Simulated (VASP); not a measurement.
# BN in VASP: a series of runs, part 2 of 2

VASP 6.6.1.

## 3. Single point, PBE (shear xy strain +1.1%)

Input file INCAR:

```
PREC = Accurate ; ENCUT = 520
EDIFF = 1E-6 ; ISMEAR = -1
SIGMA = 0.02 ; LREAL = F
LASPH = T ; NELM = 60
ALGO = Normal ; ISIF = 2
LWAVE = F ; LCHARG = F
GGA = PE ; NBANDS = 16
```

Input file KPOINTS:

```
Automatic mesh
0
Gamma
  12 12 6
```

Input file POSCAR:

```
BN
1.0
    2.4913353474      0.0138269112      0.0000000000
   -1.2336932174      2.1506462446      0.0000000000
    0.0000000000      0.0000000000      4.0010591824
B N
2 2
Direct
    0.0000000000      0.0000000000      0.0000000000
    0.0000000000      0.0000000000      0.5000000000
    0.3300807253      0.6666876148      0.2500000000
    0.6699192747      0.3333123852      0.7500000000
```

Potentials or basis: VASP PAW PBE potentials, release 64 (B, N).

Run with:

```bash
cat potpaw_PBE.64/B/POTCAR potpaw_PBE.64/N/POTCAR > POTCAR
mpirun -np 1 vasp_std > vasp.out
```

OUTCAR:

```text
PREC = Accurate
   ENCUT = 520
   EDIFF = 1E-6
   ISMEAR = -1
   LREAL = F
   LASPH = T
   NELM = 60
   ISIF = 2
   GGA = PE

 ion  position               nearest neighbor table
   1  0.000  0.000  0.000-   3 1.74   4 1.74   3 1.75   4 1.75   4 1.76   3 1.76   2 2.00   2 2.00

   2  0.000  0.000  0.500-   3 1.74   4 1.74   3 1.75   4 1.75   4 1.76   3 1.76   1 2.00   1 2.00

   3  0.330  0.667  0.250-   1 1.74   2 1.74   1 1.75   2 1.75   1 1.76   2 1.76
   4  0.670  0.333  0.750-   1 1.74   2 1.74   1 1.75   2 1.75   1 1.76   2 1.76

  Warning from LATTYP: Monoclinic adjustment (A1->A3, A2->A1, A3->A2)!
  LATTYP: Found a simple monoclinic cell.
 ALAT       =     2.4793705298
 B/A-ratio  =     1.6137399127
 C/A-ratio  =     1.0048412235
 COS(beta)  =    -0.4927614892

  Lattice vectors:

 A1 = (  -1.2336932174,   2.1506462446,   0.0000000000)
 A2 = (   0.0000000000,   0.0000000000,   4.0010591824)
 A3 = (   2.4913353474,   0.0138269112,   0.0000000000)

Analysis of symmetry for initial positions (statically):
=====================================================================
 Subroutine PRICEL returns:
 Original cell was already a primitive cell.

 Routine SETGRP: Setting up the symmetry group for a
 simple monoclinic supercell.

 Subroutine GETGRP returns: Found  4 space group operations
 (whereof  2 operations were pure point group operations)
 out of a pool of  4 trial point group operations.

The static configuration has the point symmetry S_2 .
 The point group associated with its full space group is C_2h.

Analysis of symmetry for dynamics (positions and initial velocities):
=====================================================================
 Subroutine PRICEL returns:
 Original cell was already a primitive cell.

 Routine SETGRP: Setting up the symmetry group for a
 simple monoclinic supercell.

 Subroutine GETGRP returns: Found  4 space group operations
[... 126 lines left out ...]
   IMIX   =      4    mixing-type and parameters
     AMIX     =   0.40;   BMIX     =  1.00
     AMIX_MAG =   1.60;   BMIX_MAG =  1.00
  volume/ion in A,a.u.               =       5.38        36.28
  Fermi-wavevector in a.u.,A,eV,Ry     =   1.483415  2.803248 29.939887  2.200520
  Thomas-Fermi vector in A             =   2.597079
   LORBIT       =      0    0 simple, 1 ext, 2 COOP (PROOUT), +10 PAW based schemes
   GGA     = PE    functional components
   LHFCALC =     F    Hartree Fock is set to
   AEXX    =    0.0000 exact exchange contribution
   IVDW    =     0    specifies the selected vdW correction
   LEPSILON=     F    determine dielectric tensor
   LRPA    =     F    only Hartree local field effects (RPA)
 non-spin polarized calculation
  energy-cutoff  :      520.00
  volume of cell :       21.51
 maximum number of plane-waves:       591
   NGX =  9   NGY =  9   NGZ = 15

 number of electron      15.9999996 magnetization

 Free energy of the ion-electron system (eV)
  ---------------------------------------------------
  ext. energy  EPLUGINS =         0.00000000
  ---------------------------------------------------
  free energy    TOTEN  =       -27.84155408 eV

  energy without entropy =      -27.84155408  energy(sigma->0) =      -27.84155408

 E-fermi :  10.5487     XC(G=0): -13.6620

 val. band max:       10.1546076588   @ k =   0.1667   0.0000   0.0000
 cond. band min:      11.7217710657   @ k =   0.3333   0.3333   0.0000
 fundamental gap:      1.5671634070
 Fermi energy:        10.5486751955

 k-point     1 :       0.0000    0.0000    0.0000
  band No.  band energies     occupation
      1     -12.1721      2.00000
      2      -7.0446      2.00000
      3      -2.0633      2.00000
      4       8.6391      2.00000
      5       8.7259      2.00000
      6       9.3996      2.00000
[... 433 lines left out ...]
      3      -0.4310      2.00000
      4       1.0814      2.00000
      5       1.7564      2.00000
      6       4.1050      2.00000
[... 8 lines left out ...]
     15      23.8339      0.00000
     16      24.4523      0.00000

 [... further k-points ...]

------------------------ aborting loop because EDIFF is reached ----------------------------------------

  FORCE on cell =-STRESS in cart. coord.  units (eV):
  Direction    XX          YY          ZZ          XY          YZ          ZX
  --------------------------------------------------------------------------------------
  -------------------------------------------------------------------------------------
  Total        0.5204545      0.5335455      0.8020555     -0.2041280      0.0000000      0.0000000
  in kB       38.7736581     39.7489323     59.7528165    -15.2074535      0.0000000      0.0000000
  external PRESSURE =      46.0918023 kB  Pullay stress =       0.0000000 kB

 VOLUME and BASIS-vectors are now :
 -----------------------------------------------------------------------------
  energy-cutoff  :      520.00
  volume of cell :       21.51
      direct lattice vectors                 reciprocal lattice vectors
     2.491335347  0.013826911  0.000000000     0.400117315  0.229522647  0.000000000
    -1.233693217  2.150646245  0.000000000    -0.002572430  0.463500872  0.000000000
     0.000000000  0.000000000  4.001059182     0.000000000  0.000000000  0.249933819

 POSITION                                       TOTAL-FORCE (eV/Angst)
 -----------------------------------------------------------------------------------
      0.00000      0.00000      0.00000         0.000000      0.000000      0.000000
      0.00000      0.00000      2.00053        -0.000000      0.000000      0.000000
     -0.00015      1.43837      1.00026         0.010494     -0.000078      0.000000
      1.25779      0.72610      3.00079        -0.010494      0.000078      0.000000
 -----------------------------------------------------------------------------------
    total drift:                                0.000000      0.000000      0.000000

  FREE ENERGIE OF THE ION-ELECTRON SYSTEM (eV)
  ---------------------------------------------------
  free  energy   TOTEN  =       -27.8415540786 eV

  energy  without entropy=      -27.8415540786  energy(sigma->0) =      -27.84155408
```

OSZICAR:

```text
N       E                     dE             d eps       ncg     rms          rms(c)
DAV:   1     0.419785274706E+02    0.41979E+02   -0.86271E+03  9480   0.100E+03
DAV:   2    -0.271241012064E+02   -0.69103E+02   -0.62450E+02 13104   0.224E+02
DAV:   3    -0.293733749729E+02   -0.22493E+01   -0.22382E+01 11176   0.367E+01
DAV:   4    -0.293790277974E+02   -0.56528E-02   -0.56510E-02 11896   0.200E+00
DAV:   5    -0.293790476288E+02   -0.19831E-04   -0.19829E-04 10976   0.967E-02    0.871E+00
DAV:   6    -0.278351484620E+02    0.15439E+01   -0.20026E+00 13624   0.139E+01    0.334E+00
DAV:   7    -0.278411609805E+02   -0.60125E-02   -0.29584E-01 11592   0.422E+00    0.230E+00
DAV:   8    -0.278429825265E+02   -0.18215E-02   -0.88693E-03 11576   0.100E+00    0.258E-01
DAV:   9    -0.278414831155E+02    0.14994E-02   -0.17608E-03 12784   0.520E-01    0.642E-02
DAV:  10    -0.278415516408E+02   -0.68525E-04   -0.25527E-04 10552   0.132E-01    0.161E-02
DAV:  11    -0.278415541687E+02   -0.25279E-05   -0.74105E-06 12576   0.249E-02    0.387E-03
DAV:  12    -0.278415540786E+02    0.90075E-07   -0.43974E-07  5472   0.692E-03
   1 F= -.27841554E+02 E0= -.27841554E+02  d E =-.865257E-11
```

Run time: 36 s. Hardware: 1 thread of Intel Xeon 6975P-C (Granite Rapids), shared host; peak memory 0.19 GiB.

Results:

| Item | Value |
| --- | --- |
| Free energy | -27.8416 eV |
| Pressure | 4.6 GPa |
| Largest force | 0.010 eV/Å |
| Band gap on the k mesh | 1.57 eV, indirect (least direct gap 5.14 eV) |

Forces in eV/Å, atoms in the order of the input:
```
B    0.000  0.000  0.000
B    0.000  0.000  0.000
N    0.010  0.000  0.000
N   -0.010  0.000  0.000
```

Levels at points of the mesh, in eV from the valence-band top:
```csv
k point,band 6,band 7,band 8,band 9,band 10,band 11
"(0.00, 0.00, 0.00)",-0.76,-0.63,-0.21,5.77,8.15,8.29
"(0.50, 0.00, 0.00)",-5.62,-4.53,-0.54,5.49,5.77,6.14
"(0.00, 0.50, 0.00)",-5.72,-4.36,-0.60,5.37,5.56,6.01
"(0.50, 0.50, 0.00)",-5.82,-4.19,-0.67,5.25,5.34,5.88
"(0.00, 0.00, 0.50)",-0.97,-0.97,-0.97,7.00,7.00,7.66
"(0.50, 0.00, 0.50)",-3.82,-3.24,-3.24,4.72,4.72,7.67
"(0.00, 0.50, 0.50)",-3.92,-3.27,-3.27,4.76,4.76,7.57
"(0.50, 0.50, 0.50)",-4.01,-3.33,-3.33,4.81,4.81,7.50
```

Caveat: the cell differs from its parent crystal (shear xy strain +1.1%). A k mesh can miss the band edges.

## 4. Single point, r2SCAN (shear xy strain +1.1%)

POSCAR is that of step 3.

Input file INCAR.step1:

```
SYSTEM = BN
ALGO = Normal
EDIFF = 1E-4
ENCUT = 520
GGA = PE
ISMEAR = 0
LASPH = .True.
LCHARG = .False.
LREAL = .False.
LWAVE = .True.
NBANDS = 16
NELM = 60
PREC = Accurate
SIGMA = 0.01
```

Input file INCAR.step2:

```
SYSTEM = BN
ALGO = Normal
EDIFF = 1E-7
ENCUT = 520
ISIF = 2
ISMEAR = 0
ISTART = 1
LASPH = .True.
LCHARG = .False.
LMIXTAU = .True.
LREAL = .False.
LWAVE = .False.
METAGGA = R2SCAN
NBANDS = 16
NELM = 60
PREC = Accurate
SIGMA = 0.01
```

Input file KPOINTS:

```
k-points
0
Gamma
  12 12 6
  0 0 0
```

Run with:

```bash
cat potpaw_PBE.64/B/POTCAR potpaw_PBE.64/N/POTCAR > POTCAR
cp INCAR.step1 INCAR
mpirun -np 1 vasp_std > vasp.out
cp INCAR.step2 INCAR
mpirun -np 1 vasp_std > vasp.out
```

It took 2.4 min on 1 thread of Intel Xeon 6975P-C (Granite Rapids), shared host; peak memory 0.19 GiB.

It converged, with:

| Item | Value |
| --- | --- |
| Free energy | -30.8364 eV |
| Pressure | 0.5 GPa |
| Band gap on the k mesh | 1.80 eV, indirect (least direct gap 5.57 eV) |

Stress tensor (GPa, compression positive):
```
 0.48 -1.48  0.00
-1.48  0.59  0.00
 0.00  0.00  0.28
```

Levels at points of the mesh, in eV from the valence-band top:
| k point | band 6 | band 7 | band 8 | band 9 | band 10 | band 11 |
| --- | --- | --- | --- | --- | --- | --- |
| (0.00, 0.00, 0.00) | -0.80 | -0.68 | -0.18 | 6.30 | 8.65 | 9.18 |
| (0.50, 0.00, 0.00) | -5.82 | -4.72 | -0.57 | 6.13 | 6.20 | 6.68 |
| (0.00, 0.50, 0.00) | -5.93 | -4.53 | -0.64 | 5.97 | 6.01 | 6.54 |
| (0.50, 0.50, 0.00) | -6.04 | -4.35 | -0.71 | 5.75 | 5.88 | 6.41 |
| (0.00, 0.00, 0.50) | -0.99 | -0.99 | -0.99 | 7.57 | 7.57 | 8.39 |
| (0.50, 0.00, 0.50) | -3.95 | -3.41 | -3.41 | 5.21 | 5.21 | 8.33 |
| (0.00, 0.50, 0.50) | -4.06 | -3.44 | -3.44 | 5.25 | 5.25 | 8.23 |
| (0.50, 0.50, 0.50) | -4.15 | -3.50 | -3.50 | 5.29 | 5.29 | 8.15 |

Caveat: the cell differs from its parent crystal (shear xy strain +1.1%); the PAW data sets were made with another functional, which shifts forces and pressure a little.

## 5. The runs side by side

| level | cell | smearing | gap on the mesh (eV) | pressure (GPa) |
| --- | --- | --- | --- | --- |
| r2SCAN | a = 2.491, b = 2.491, c = 3.978 Å, angles 90.0, 90.0, 120.0°, 4 atoms | gaussian 0.01 eV | 1.93 | 2.8 |
| PBE | a = 2.491, b = 2.479, c = 4.001 Å, angles 90.0, 90.0, 119.5°, 4 atoms | fermi-dirac 0.02 eV | 1.57 | 4.6 |
| r2SCAN | a = 2.491, b = 2.479, c = 4.001 Å, angles 90.0, 90.0, 119.5°, 4 atoms | gaussian 0.01 eV | 1.80 | 0.5 |

Alike in all rows: task single point; potentials or basis VASP PAW PBE potentials, release 64 (B, N); no spin polarisation; k mesh 12 × 12 × 6; cutoff (eV) 520.

Caveats: the PAW data sets were made with another functional, which shifts forces and pressure a little (some runs).

Absolute energies hang on the potentials; compare differences alone.
